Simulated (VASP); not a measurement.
Input of a VASP 6.6.1 run:

Contents of INCAR:

```
SYSTEM = PdPtSe2
PREC = Accurate ; ENCUT = 600
EDIFF = 1E-6 ; ISMEAR = 0
SIGMA = 0.15 ; LREAL = Auto
LASPH = .True. ; NELM = 100
ALGO = Normal ; ISIF = 3
LWAVE = .False. ; LCHARG = .False.
GGA = PE ; IBRION = 2
NSW = 36 ; EDIFFG = -0.08
```

KPOINTS

```
regular mesh
0
Gamma
  2 2 2
  0 0 0
```

File POSCAR:

```
PdPtSe2
1.0
    6.8600000000      0.0000000000      0.0000000000
    0.0000000000      6.8600000000      0.0000000000
    0.0000000000      0.0000000000      7.0700000000
Pd Pt Se
4 4 8
Direct
    0.2500000000      0.5350000000      0.5000000000
    0.7500000000      0.4650000000      0.5000000000
    0.4650000000      0.2500000000      0.0000000000
    0.5350000000      0.7500000000      0.0000000000
    0.0000000000      0.5000000000      0.0000000000
    0.5000000000      0.0000000000      0.5000000000
    0.0000000000      0.0000000000      0.7500000000
    0.0000000000      0.0000000000      0.2500000000
    0.8100000000      0.6800000000      0.7700000000
    0.1900000000      0.3200000000      0.7700000000
    0.8100000000      0.6800000000      0.2300000000
    0.1900000000      0.3200000000      0.2300000000
    0.6800000000      0.1900000000      0.2700000000
    0.6800000000      0.1900000000      0.7300000000
    0.3200000000      0.8100000000      0.2700000000
    0.3200000000      0.8100000000      0.7300000000
```

Potentials or basis: VASP PAW PBE potentials, release 64 (Pd, Pt, Se).

Launch:

```bash
$ cat potpaw_PBE.64/Pd/POTCAR potpaw_PBE.64/Pt/POTCAR potpaw_PBE.64/Se/POTCAR > POTCAR
$ mpirun -np 1 vasp_std > vasp.out
```

**Question.** Predict the band gap on the k mesh.

**Answer.** Zero (bands 64 and 65 overlap by 0.02 eV).

**Question.** What does it give for the space group after relaxing (to 0.1 Å)?

**Answer.** P4_2/m (No. 84).

**Question.** Predict the relaxed cell.

**Answer.** a = 6.841 Å, b = 6.841 Å, c = 7.028 Å, α = 90.00°, β = 90.00°, γ = 90.00°.

**Question.** Estimate the relaxed volume.

**Answer.** 20.56 Å³/atom.

Final structure:
```xyz
16
Lattice="6.8414 0.0000 0.0000 0.0000 6.8414 0.0000 0.0000 0.0000 7.0276" Properties=species:S:1:pos:R:3 pbc="T T T"
Pd    1.7440    3.6426    3.5138
Pd    5.0974    3.1988    3.5138
Pd    3.1988    1.7440    7.0276
Pd    3.6426    5.0974    0.0000
Pt    0.0000    3.4207    0.0000
Pt    3.4207    0.0000    3.5138
Pt    0.0000    0.0000    5.2707
Pt    0.0000    0.0000    1.7569
Se    5.5384    4.7378    5.4272
Se    1.3030    2.1037    5.4272
Se    5.5384    4.7378    1.6004
Se    1.3030    2.1037    1.6004
Se    4.7378    1.3030    1.9134
Se    4.7378    1.3030    5.1142
Se    2.1037    5.5384    1.9134
Se    2.1037    5.5384    5.1142
```

Caveat: the k points lie up to 0.46 Å⁻¹ apart in the final cell; spin-orbit coupling is left out, which moves the levels of the heavy elements.
